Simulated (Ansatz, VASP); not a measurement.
Hf in VASP and in Ansatz

Contents of INCAR:

```
SYSTEM = Hf
ALGO = Normal ; EDIFF = 1E-6
ENCUT = 520 ; GGA = PS
ISIF = 2 ; ISMEAR = -1
LASPH = .TRUE. ; LCHARG = .FALSE.
LREAL = .FALSE. ; LWAVE = .FALSE.
NBANDS = 11 ; NELM = 80
PREC = Accurate ; SIGMA = 0.05
```

File KPOINTS:

```
k-points
0
G
  14 14 14
  0 0 0
```

File POSCAR:

```
Hf
1.0
   -1.7869500000      1.7869500000      1.8050000000
    1.7869500000     -1.7869500000      1.8050000000
    1.7869500000      1.7869500000     -1.8050000000
Hf
1
Direct
    0.0000000000      0.0000000000      0.0000000000
```

Input for Ansatz:

```yaml
crystal:
  lattice:
    - [-1.78695, 1.78695, 1.805]
    - [1.78695, -1.78695, 1.805]
    - [1.78695, 1.78695, -1.805]
  atoms:
    - { symbol: Hf, position: [0.0, 0.0, 0.0] }
kpoints:
  mp_grid: { grid: [14, 14, 14] }
  band_path:
    path:
      - [0.0, 0.0, 0.0]
      - [0.0, 0.0, 0.5]
      - [0.25, 0.25, 0.25]
      - [0.0, 0.5, 0.0]
      - [0.0, 0.0, 0.0]
      - [0.5, 0.5, -0.5]
      - [0.495025, 0.504975, -0.495025]
      - [-0.495025, 0.495025, 0.495025]
      - [0.0, 0.0, 0.0]
    npoints: 5
scf:
  occupations: { method: fermi_dirac, width: 0.05 }
hamiltonian:
  xc: pbesol
  pseudopotentials: { kind: all_electron, lapw: { basis_error: 0.0005 } }
output:
  forces: true
  stress: true
  eigenvalues: true
```

Change from the starting cell: equal xx and yy strain of -1 %.

Alike in both runs: task single point; functional PBEsol; k mesh 14 × 14 × 14; occupations fermi-dirac, width 0.05 eV; no spin polarisation.

|  | VASP | Ansatz |
| --- | --- | --- |
| version | VASP 6.6.1 | Ansatz 0.2.0 |
| potentials or method | VASP PAW PBE potentials, release 64 (Hf_pv), cutoff 520 eV | all-electron LAPW, scalar-relativistic |

|  | VASP | Ansatz | Ansatz less VASP |
| --- | --- | --- | --- |
| pressure (GPa) | -7.8 | -7.5 | +0.33 |
| traceless stress, the component that is largest in VASP (GPa) | 0.42 | 0.40 | -0.012 |

VASP's potentials were made for PBE, not for PBEsol. Ansatz ran all-electron here, and VASP with PAW potentials.

Spin-orbit coupling is off throughout.
